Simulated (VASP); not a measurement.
Input of a VASP 6.6.1 run:

The input INCAR:

```
PREC = Accurate
ENCUT = 520
EDIFF = 1E-6
ISMEAR = -1
SIGMA = 0.1
LREAL = False
LASPH = True
NELM = 100
ALGO = Normal
ISIF = 2
LWAVE = False
LCHARG = False
GGA = RP
NBANDS = 22
```

KPOINTS

```
regular mesh
0
Gamma
  17 17 9
```

POSCAR

```
Bi
1.0
    3.6207702980      0.0000000000      0.0000000000
   -1.8103851490      3.1356790593      0.0000000000
    0.0000000000      0.0000000000      5.9582003161
Bi
2
Direct
    0.3333333333      0.6666666667      0.2500000000
    0.6666666667      0.3333333333      0.7500000000
```

Potentials or basis: VASP PAW PBE potentials, release 64 (Bi_d).

Launch:

```console
$ cat potpaw_PBE.64/Bi_d/POTCAR > POTCAR
$ mpirun -np 1 vasp_std > vasp.out
```

Q: Predict the band gap on the k mesh.

A: Zero (bands 15 and 16 overlap by 5.78 eV).

Q: Predict the pressure.

A: -1.7 GPa.

Stress tensor (GPa, compression positive):
```
-1.87  0.00  0.00
 0.00 -1.87  0.00
 0.00  0.00 -1.43
```

Caveat: the PAW data sets were made with another functional, which shifts forces and pressure a little; spin-orbit coupling is left out, which moves the levels of the heavy elements.
